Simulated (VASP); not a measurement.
Input of a VASP 6.6.1 run:

The input INCAR:

```
PREC = Accurate ; ENCUT = 600
EDIFF = 1E-6 ; ISMEAR = 0
SIGMA = 0.05 ; LREAL = F
LASPH = T ; NELM = 200
ALGO = Normal ; ISIF = 2
LWAVE = F ; LCHARG = F
ISPIN = 2 ; MAGMOM = 7 0
LORBIT = 11 ; LMAXMIX = 6
GGA = PE ; NBANDS = 23
GGA_COMPAT = F
```

File KPOINTS:

```
Automatic mesh
0
Gamma
  6 6 6
```

The input POSCAR:

```
GdO
1.0
    0.0000000000      2.7089702674      2.7089702674
    2.7089702674      0.0000000000      2.7089702674
    2.7089702674      2.7089702674      0.0000000000
Gd O
1 1
Direct
    0.0000000000      0.0000000000      0.0000000000
    0.2500000000      0.2500000000      0.2500000000
```

Potentials or basis: VASP PAW PBE potentials, release 64 (Gd, O).

Launch:

```bash
$ cat potpaw_PBE.64/Gd/POTCAR potpaw_PBE.64/O/POTCAR > POTCAR
$ mpirun -np 1 vasp_std > vasp.out
```

Question: What does it give for the site moments?

Answer: Gd +6.86; O -0.02 μB.

Question: Predict the pressure.

Answer: -1.5 GPa.

Caveat: a cell with one magnetic atom can't hold antiferromagnetic order, which such compounds often take. The state reached can hang on the start; a lower one may exist.
